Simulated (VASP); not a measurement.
The system is MgO.

```
Mg O
1.0
     2.99564    0.00000    0.00000
    -1.49782    2.59430    0.00000
     0.00000    0.00000    2.73224
Mg O
1 1
Direct
  0.00000 0.00000 0.00000
  0.33333 0.66667 0.50000
```

This cell differs from its parent crystal: volume scaled by 1.06.

Base run:

```yaml
Program: VASP 6.6.1
Functional: LDA
Potentials_or_basis: VASP PAW LDA potentials, release 64 (Mg, O)
Cutoff: 520 eV
k_mesh: 10 × 10 × 10
Occupations: fermi-dirac, width 0.05 eV
Spin: no spin polarisation
```

Its results: band gap on the k mesh 2.53 eV, indirect (least direct gap 2.92 eV); pressure -17.0 GPa.

**Question.** The run is repeated on the same cell with these changes: functional from LDA to PBEsol; potentials or basis from VASP PAW LDA potentials, release 64 (Mg, O) to VASP PAW PBE potentials, release 64 (Mg, O). What comes out?

**Answer.** Band gap on the k mesh 2.51 eV, indirect (least direct gap 2.90 eV); pressure -11.1 GPa.

Caveats: the PAW data sets were made with another functional, which shifts forces and pressure a little (some runs).

A k mesh can miss the band edges.
